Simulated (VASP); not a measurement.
Here is a VASP 6.6.1 calculation.

File INCAR:

```
SYSTEM = Ga8N7
ALGO     = Normal         ! electronic algorithm
EDIFF    = 1E-6           ! SCF threshold, eV
ENCUT    = 520            ! plane-wave cutoff, eV
GGA      = PE             ! functional
ISIF     = 2              ! what is computed and relaxed
ISMEAR   = 0              ! smearing method
ISPIN    = 2              ! spin polarisation
LASPH    = .True.         ! aspherical terms in the spheres
LCHARG   = .True.         ! write CHGCAR
LELF     = .True.         ! ELF
LORBIT   = 11             ! projections on sites
LREAL    = Auto         
LVHAR    = .True.       
LWAVE    = .False.        ! write WAVECAR
MAGMOM   = 0.25 0 0 0 0.25 0.25 0 0.25 0 0 0 0 0 0 0 ! initial moments
NBANDS   = 86             ! bands
NELM     = 150            ! most SCF steps
PREC     = Accurate       ! precision mode
SIGMA    = 0.01           ! smearing width, eV
```

KPOINTS

```
k-points
0
Gamma
  3 3 3
  0 0 0
```

POSCAR

```
Ga8N7
1.0
    0.0000000000      0.0000000000      5.2431684095
    3.2183708159      5.5743817708      0.0000000000
   -6.4367416318      0.0000000000      0.0000000000
Ga N
8 7
Direct
    0.5137825679      0.1666666667      0.3333333333
    0.4983875790      0.1658024972      0.8329012486
    0.4983875790      0.6670987514      0.3341975028
    0.4983875790      0.6670987514      0.8329012486
    0.9942885904      0.3297989752      0.6595979505
    0.9942885904      0.3297989752      0.1702010248
    0.9994767709      0.8333333333      0.6666666667
    0.9942885904      0.8404020495      0.1702010248
    0.8754750497      0.1660741974      0.8330370987
    0.8754750497      0.6669629013      0.3339258026
    0.8754750497      0.6669629013      0.8330370987
    0.3769406546      0.3321396481      0.6642792963
    0.3769406546      0.3321396481      0.1678603519
    0.3755999032      0.8333333333      0.6666666667
    0.3769406546      0.8357207037      0.1678603519
```

Potentials or basis: VASP PAW PBE potentials, release 64 (Ga_d, N).

Launch:

```sh
$ cat potpaw_PBE.64/Ga_d/POTCAR potpaw_PBE.64/N/POTCAR > POTCAR
$ mpirun -np 1 vasp_std > vasp.out
```

(1) Predict the largest force.

(2) What does it give for the pressure?

(3) What does it give for the site moments?

(4) What does it give for the net moment?

Results:

(1) 0.024 eV/Å.

(2) -0.1 GPa.

(3) Ga +0.01, +0.00, +0.04, -0.00 (each value once); N +0.01, +0.00 (each value once) μB.

(4) 0.26 μB per cell.

Caveat: the k points lie up to 0.40 Å⁻¹ apart; the cell differs from its parent crystal (atoms taken out, then relaxed in part).
